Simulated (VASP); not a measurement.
Write the native input for VASP 6.6.1 that does the following.

```yaml
Task: single point
Functional: PBE
Potentials_or_basis: VASP PAW PBE potentials, release 64 (Pr_3, B), 4f in core
Cutoff: 500 eV
k_mesh: 4 × 4 × 4
Occupations: gaussian, width 0.1 eV
Spin: no spin polarisation
Dipole_correction: no
Further_INCAR_settings: ALGO = Normal; EDIFF = 1e-06; NBANDS = 34
```

The structure of Pr2B lies in POSCAR:

```
Pr2B
1.0
    6.5408504114      0.0000000000      0.0000000000
    0.0000000000      6.5561483674      0.0000000000
    0.0000000000      0.0000000000      3.9080133638
Pr B
4 2
Direct
    0.3325358826      0.2544654327      0.0000000000
    0.6674641174      0.7455345673      0.0000000000
    0.1674641174      0.7544654327      0.5000000000
    0.8325358826      0.2455345673      0.5000000000
    0.0000000000      0.0000000000      0.0000000000
    0.5000000000      0.5000000000      0.5000000000
```

The cell was generated, and may not be a known phase.

The input as run:

INCAR

```
  PREC = Accurate
  ENCUT = 500
  EDIFF = 1E-6
  ISMEAR = 0
  SIGMA = 0.1
  LREAL = F
  LASPH = T
  NELM = 200
  ALGO = Normal
  ISIF = 2
  LWAVE = F
  LCHARG = F
  GGA = PE
  NBANDS = 34
  GGA_COMPAT = F
  LMAXMIX = 6
```

KPOINTS

```
regular mesh
0
Gamma
  4 4 4
```

Potentials or basis: VASP PAW PBE potentials, release 64 (Pr_3, B), 4f in core.

Command:

```bash
$ cat potpaw_PBE.64/Pr_3/POTCAR potpaw_PBE.64/B/POTCAR > POTCAR
$ mpirun -np 1 vasp_std > vasp.out
```

Results of the run:

| Quantity | Value |
| --- | --- |
| Pressure | -0.3 GPa |
| Largest force | 0.085 eV/Å |
| Band gap on the k mesh | zero (bands 25 and 26 overlap by 0.40 eV) |

Caveat: the k points lie up to 0.40 Å⁻¹ apart; spin-orbit coupling is left out, which moves the levels of the heavy elements; the 4f electrons are frozen in the core, so they carry no moment and show no levels.

It took 70 s on 1 thread of Intel(R) Xeon(R) 6975P-C (Granite Rapids), on a shared host, peak memory 0.31 GiB.
